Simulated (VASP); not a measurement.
# CrO2 (P4/mmm) in VASP: notebook, part 2 of 4

VASP 6.6.1. Earlier steps stand in the parts before.

### Step 4. Single point, PBE, collinear spin, ferrimagnetic start (atoms taken out)

The input, INCAR:

```
SYSTEM = CrO2
ALGO = Normal
EDIFF = 1E-6
ENCUT = 600
GGA = PE
GGA_COMPAT = .FALSE.
ISIF = 2
ISMEAR = 0
ISPIN = 2
LASPH = .TRUE.
LCHARG = .TRUE.
LELF = .TRUE.
LMAXMIX = 4
LORBIT = 11
LREAL = .FALSE.
LVHAR = .TRUE.
LWAVE = .FALSE.
MAGMOM = 1.72 -0.17 -0.17
NBANDS = 23
NELM = 200
PREC = Accurate
SIGMA = 0.1
```

The input, KPOINTS:

```
k-points
0
G
  6 6 4
  0 0 0
```

The input, POSCAR:

```
CrO2
1.0
    3.5828284453      0.0000000000      0.0000000000
    0.0000000000      3.5828284453      0.0000000000
    0.0000000000      0.0000000000      4.2062452606
Cr O
1 2
Direct
    0.0000000000      0.0000000000      0.0000000000
    0.5000000000      0.0000000000      0.0000000000
    0.0000000000      0.5000000000      0.0000000000
```

Potentials or basis: VASP PAW PBE potentials, release 64 (Cr_pv, O).

Launch:

```console
cat potpaw_PBE.64/Cr_pv/POTCAR potpaw_PBE.64/O/POTCAR > POTCAR
mpirun -np 1 vasp_std > vasp.out
```

OUTCAR:

```text
SYSTEM = CrO2
   EDIFF = 1E-6
   ENCUT = 600
   GGA = PE
   ISIF = 2
   ISMEAR = 0
   ISPIN = 2
   LASPH = .TRUE.
   LORBIT = 11
   LREAL = .FALSE.
   NELM = 200
   PREC = Accurate

 ion  position               nearest neighbor table
   1  0.000  0.000  0.000-   2 1.79   3 1.79   3 1.79   2 1.79
   2  0.500  0.000  0.000-   1 1.79   1 1.79
   3  0.000  0.500  0.000-   1 1.79   1 1.79

  LATTYP: Found a simple tetragonal cell.
 ALAT       =     3.5828284453
 C/A-ratio  =     1.1740013023

  Lattice vectors:

 A1 = (   3.5828284453,   0.0000000000,   0.0000000000)
 A2 = (   0.0000000000,   3.5828284453,   0.0000000000)
 A3 = (   0.0000000000,   0.0000000000,   4.2062452606)

Analysis of symmetry for initial positions (statically):
=====================================================================
 Subroutine PRICEL returns:
 Original cell was already a primitive cell.

 Routine SETGRP: Setting up the symmetry group for a
[... 1444 lines left out ...]
     23      17.4291      0.00000

 [... further k-points ...]

------------------------ aborting loop because EDIFF is reached ----------------------------------------

  FORCE on cell =-STRESS in cart. coord.  units (eV):
  Direction    XX          YY          ZZ          XY          YZ          ZX
  --------------------------------------------------------------------------------------
  -------------------------------------------------------------------------------------
  Total        0.2319287      0.2319287      0.0319241      0.0000000     -0.0000000      0.0000000
  in kB        6.8820587      6.8820587      0.9472892      0.0000000     -0.0000000      0.0000000
  external PRESSURE =       4.9038022 kB  Pullay stress =       0.0000000 kB

 VOLUME and BASIS-vectors are now :
 -----------------------------------------------------------------------------
  energy-cutoff  :      600.00
  volume of cell :       53.99
      direct lattice vectors                 reciprocal lattice vectors
     3.582828445  0.000000000  0.000000000     0.279109094  0.000000000  0.000000000
     0.000000000  3.582828445  0.000000000     0.000000000  0.279109094  0.000000000
     0.000000000  0.000000000  4.206245261     0.000000000  0.000000000  0.237741724

 POSITION                                       TOTAL-FORCE (eV/Angst)
 -----------------------------------------------------------------------------------
      0.00000      0.00000      0.00000         0.000000      0.000000      0.000000
      1.79141      0.00000      0.00000         0.000000      0.000000      0.000000
      0.00000      1.79141      0.00000         0.000000      0.000000      0.000000
 -----------------------------------------------------------------------------------
    total drift:                               -0.000000      0.000000      0.000000

  FREE ENERGIE OF THE ION-ELECTRON SYSTEM (eV)
  ---------------------------------------------------
  free  energy   TOTEN  =       -23.4251481964 eV

  energy  without entropy=      -23.4205276992  energy(sigma->0) =      -23.42283795

 total charge

# of ion       s       p       d       tot
------------------------------------------
    1        0.371   6.482   4.083  10.936
    2        1.579   3.417   0.000   4.996
    3        1.579   3.417   0.000   4.996
--------------------------------------------------
tot          3.529  13.316   4.083  20.928

 magnetization (x)

# of ion       s       p       d       tot
------------------------------------------
    1        0.085   0.025   2.040   2.150
    2       -0.004  -0.161   0.000  -0.166
    3       -0.004  -0.161   0.000  -0.166
--------------------------------------------------
tot          0.076  -0.297   2.040   1.819
```

OSZICAR:

```text
N       E                     dE             d eps       ncg     rms          rms(c)
DAV:   1     0.244283780946E+03    0.24428E+03   -0.13552E+04  2760   0.110E+03
DAV:   2    -0.163802907149E+02   -0.26066E+03   -0.24535E+03  3115   0.327E+02
DAV:   3    -0.326534987136E+02   -0.16273E+02   -0.16163E+02  3299   0.904E+01
DAV:   4    -0.328012563590E+02   -0.14776E+00   -0.14774E+00  2977   0.950E+00
DAV:   5    -0.328025014136E+02   -0.12451E-02   -0.12450E-02  3194   0.877E-01    0.322E+01
DAV:   6    -0.359190054001E+02   -0.31165E+01   -0.17712E+02  3417   0.759E+01    0.456E+01
DAV:   7    -0.252248312995E+02    0.10694E+02   -0.15785E+02  3002   0.789E+01    0.146E+01
DAV:   8    -0.235324922375E+02    0.16923E+01   -0.48494E+00  2916   0.171E+01    0.553E+00
DAV:   9    -0.234282313270E+02    0.10426E+00   -0.81523E-01  3199   0.538E+00    0.254E+00
DAV:  10    -0.234243542692E+02    0.38771E-02   -0.13359E-01  2912   0.188E+00    0.120E+00
DAV:  11    -0.234240314655E+02    0.32280E-03   -0.35802E-02  2951   0.109E+00    0.605E-01
DAV:  12    -0.234245460732E+02   -0.51461E-03   -0.31907E-03  2774   0.401E-01    0.235E-01
DAV:  13    -0.234250180938E+02   -0.47202E-03   -0.13306E-03  2804   0.233E-01    0.109E-01
DAV:  14    -0.234251060173E+02   -0.87924E-04   -0.36441E-04  2872   0.116E-01    0.567E-02
DAV:  15    -0.234251393690E+02   -0.33352E-04   -0.40548E-05  2851   0.470E-02    0.247E-02
DAV:  16    -0.234251461682E+02   -0.67992E-05   -0.20894E-05  2818   0.302E-02    0.132E-02
DAV:  17    -0.234251472107E+02   -0.10425E-05   -0.11818E-06  2682   0.701E-03    0.654E-03
DAV:  18    -0.234251481964E+02   -0.98565E-06   -0.18711E-06  2482   0.936E-03
   1 F= -.23425148E+02 E0= -.23422838E+02  d E =-.462050E-02  mag=     2.0001
```

Wall time 2.2 min (1 thread of Oxide Virtual Turin-like, shared host); peak memory 0.21 GiB.

Results:

```
Free energy                                           : -23.4251 eV
Pressure                                              : 0.5 GPa
Band gap on the k mesh                                : zero (filled and empty bands overlap)
Net moment                                            : 2.00 μB per cell
Site moments                                          : Cr +2.15; O -0.17 μB
Valence electrons inside the program's atomic spheres : Cr 10.94; O 5.00
```

Levels at points of the mesh, in eV from the Fermi level:
Spin up:
| k point | band 10 | band 11 | band 12 | band 13 | band 14 | band 15 | band 16 | band 17 |
| --- | --- | --- | --- | --- | --- | --- | --- | --- |
| (0.00, 0.00, 0.00) | -1.56 | -1.42 | -1.34 | -1.34 | -0.93 | -0.93 | 1.18 | 4.32 |
| (0.50, 0.00, 0.00) | -2.41 | -2.23 | -1.49 | -1.32 | 1.38 | 1.46 | 3.25 | 4.72 |
| (0.50, 0.50, 0.00) | -4.11 | -1.03 | 0.17 | 1.40 | 1.40 | 1.62 | 4.71 | 6.67 |
| (0.00, 0.00, 0.50) | -1.42 | -1.40 | -1.40 | -1.16 | -0.92 | -0.92 | 1.18 | 4.71 |
| (0.50, 0.00, 0.50) | -2.76 | -2.18 | -1.36 | -0.95 | 1.33 | 1.46 | 3.56 | 4.72 |
| (0.50, 0.50, 0.50) | -4.29 | -0.44 | 0.18 | 1.36 | 1.36 | 1.64 | 4.71 | 5.38 |
Spin down:
```csv
k point,band 7,band 8,band 9,band 10,band 11,band 12,band 13,band 14,band 15,band 16
"(0.00, 0.00, 0.00)",-3.83,-3.38,-1.84,-1.24,-1.24,0.26,0.48,0.85,0.85,2.58
"(0.50, 0.00, 0.00)",-3.72,-3.57,-3.09,-2.60,-2.55,0.89,0.97,2.51,2.93,4.44
"(0.50, 0.50, 0.00)",-6.34,-5.73,-3.63,-3.63,-0.23,1.45,2.94,2.94,2.99,7.58
"(0.00, 0.00, 0.50)",-3.81,-3.81,-1.94,-1.24,-1.24,0.26,0.78,0.78,1.53,2.59
"(0.50, 0.00, 0.50)",-3.96,-3.55,-3.07,-2.90,-2.50,0.83,1.69,2.52,2.92,4.77
"(0.50, 0.50, 0.50)",-6.34,-5.69,-3.83,-3.83,-0.23,2.14,2.93,2.93,3.01,6.72
```

Caveat: the k points lie up to 0.37 Å⁻¹ apart, too coarse for converged energies and pressures of a metal; the cell differs from its parent crystal (atoms taken out); a cell with one magnetic atom can't hold antiferromagnetic order, which such compounds often take; semilocal functionals often make such compounds metallic where correlation or magnetic order opens a gap, which also shifts bond lengths.

(Continued in part 3 of 4.)
